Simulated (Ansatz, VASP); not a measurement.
**One calculation of Au, two programs**

POSCAR

```
Au
1.0
    0.0000000000      2.0455000000      2.0455000000
    2.0455000000      0.0000000000      2.0455000000
    2.0455000000      2.0455000000      0.0000000000
Au
1
Direct
    0.0000000000      0.0000000000      0.0000000000
```

Contents of INCAR.step1:

```
ALGO     = Normal         # electronic algorithm
EDIFF    = 1E-4           # SCF threshold, eV
ENCUT    = 520            # plane-wave cutoff, eV
GGA      = PE             # functional
ISMEAR   = 1              # smearing method
LASPH    = True           # aspherical terms in the spheres
LCHARG   = False          # write CHGCAR
LREAL    = False          # projectors in reciprocal space
LWAVE    = True           # write WAVECAR
NBANDS   = 12             # bands
NELM     = 60             # most SCF steps
PREC     = Accurate       # precision mode
SIGMA    = 0.4            # smearing width, eV
```

INCAR.step2

```
ALGO     = Normal         # electronic algorithm
EDIFF    = 1E-6           # SCF threshold, eV
ENCUT    = 520            # plane-wave cutoff, eV
ISIF     = 2              # what is computed and relaxed
ISMEAR   = 1              # smearing method
ISTART   = 1            
LASPH    = True           # aspherical terms in the spheres
LCHARG   = False          # write CHGCAR
LMIXTAU  = True         
LREAL    = False          # projectors in reciprocal space
LWAVE    = False          # write WAVECAR
METAGGA  = R2SCAN         # meta-GGA
NBANDS   = 12             # bands
NELM     = 60             # most SCF steps
PREC     = Accurate       # precision mode
SIGMA    = 0.4            # smearing width, eV
```

Contents of KPOINTS:

```
k-points
0
Gamma
  20 20 20
```

Input for Ansatz:

```yaml
crystal:
  lattice:
    - [0.0, 2.0455, 2.0455]
    - [2.0455, 0.0, 2.0455]
    - [2.0455, 2.0455, 0.0]
  atoms:
    - { symbol: Au, position: [0.0, 0.0, 0.0] }
basis:
  ecutwfc: 500
kpoints:
  mp_grid: { grid: [20, 20, 20] }
hamiltonian:
  xc: r2scan
scf:
  occupations: { method: cold, width: 0.4 }
output:
  forces: true
  stress: true
  eigenvalues: true
```

Alike in both runs: task single point; functional r2SCAN; k mesh 20 × 20 × 20; no spin polarisation.

|  | VASP | Ansatz |
| --- | --- | --- |
| version | VASP 6.6.1 | Ansatz 0.2.0 |
| potentials or method | VASP PAW PBE potentials, release 64 (Au), cutoff 520 eV | scalar-relativistic, plane waves, PAW |
| occupations | methfessel-paxton of order 1, width 0.4 eV | cold, width 0.4 eV |
| valence electrons in the cell | 11 | 19 |

|  | VASP | Ansatz | Ansatz less VASP |
| --- | --- | --- | --- |
| gap on the k mesh at the Fermi level (eV) | none | none | - |
| pressure (GPa) | 4.4 | 4.0 | -0.35 |

VASP's potentials were made for PBE, not for r2SCAN. A gap of «none» marks a metal or a gap that the smearing closes. VASP's potentials hold 11 valence electrons a cell and Ansatz's 19, so a difference there can come from the potentials and not from the codes.

Neither program's run includes spin-orbit coupling.
